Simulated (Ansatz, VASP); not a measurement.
**V in VASP and in Ansatz**

```xyz
1
Lattice="-1.4912 1.4912 1.4912 1.4912 -1.4912 1.4912 1.4912 1.4912 -1.4912" Properties=species:S:1:pos:R:3 pbc="T T T"
V     0.0000    0.0000    0.0000
```

Alike in both runs: task single point; functional PBE; k mesh 8 × 8 × 8; occupations gaussian, width 0.1 eV; no spin polarisation.

```csv
,VASP,Ansatz
version,VASP 6.6.1,Ansatz 0.2.0
potentials or method,"VASP PAW PBE potentials, release 64 (V_sv), cutoff 500 eV","scalar-relativistic, plane waves, PAW"
valence electrons in the cell,13,13
```

```csv
,VASP,Ansatz,Ansatz less VASP
gap on the k mesh at the Fermi level (eV),none,none,-
pressure (GPa),1.6,1.4,-0.24
```

A gap of «none» marks a metal or a gap that the smearing closes.

The k mesh is coarse, so the values compare programs but aren't converged.
